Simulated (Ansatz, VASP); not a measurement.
# K3BaF5: VASP beside Ansatz

```
K Ba F
1.0
     7.99133    0.00000    0.00000
    -3.99567    6.92070    0.00000
     0.00000    0.00000    3.51992
K Ba F
3 1 5
Cartesian
  3.8717 0.0000 1.7600
  2.0598 3.5677 1.7600
  -1.9359 3.3530 1.7600
  0.0000 0.0000 1.7600
  1.8355 0.0000 0.0000
  -0.9178 1.5896 0.0000
  3.9957 2.3069 0.0000
  0.0000 4.6138 0.0000
  3.0779 5.3311 0.0000
```

Change from the starting cell: species swapped into the Lu3Ga5Ni type (P-62m, No. 189).

Alike in both runs: functional PBE; k mesh 3 × 3 × 6; occupations gaussian, width 0.1 eV; no spin polarisation.

Ansatz relaxed the structure, and its values are those at the end. VASP's run is a single point on that final structure, the one shown.

|  | VASP | Ansatz |
| --- | --- | --- |
| version | VASP 6.6.1 | Ansatz 0.2.0 |
| potentials or method | VASP PAW PBE potentials, release 64 (K_sv, Ba_sv, F), cutoff 520 eV | scalar-relativistic, plane waves, PAW |
| valence electrons in the cell | 72 | 72 |

|  | VASP | Ansatz | Ansatz less VASP |
| --- | --- | --- | --- |
| gap on the k mesh at the Fermi level (eV) | 4.18 | 4.22 | +0.034 |
| least direct gap on the mesh (eV) | 4.18 | 4.22 | +0.034 |
| pressure (GPa) | 0.6 | 0.2 | -0.44 |
| rms of the force components (eV/Å) | 0.055 | 0.001 | -0.0539 |

Spin-orbit coupling is off throughout.
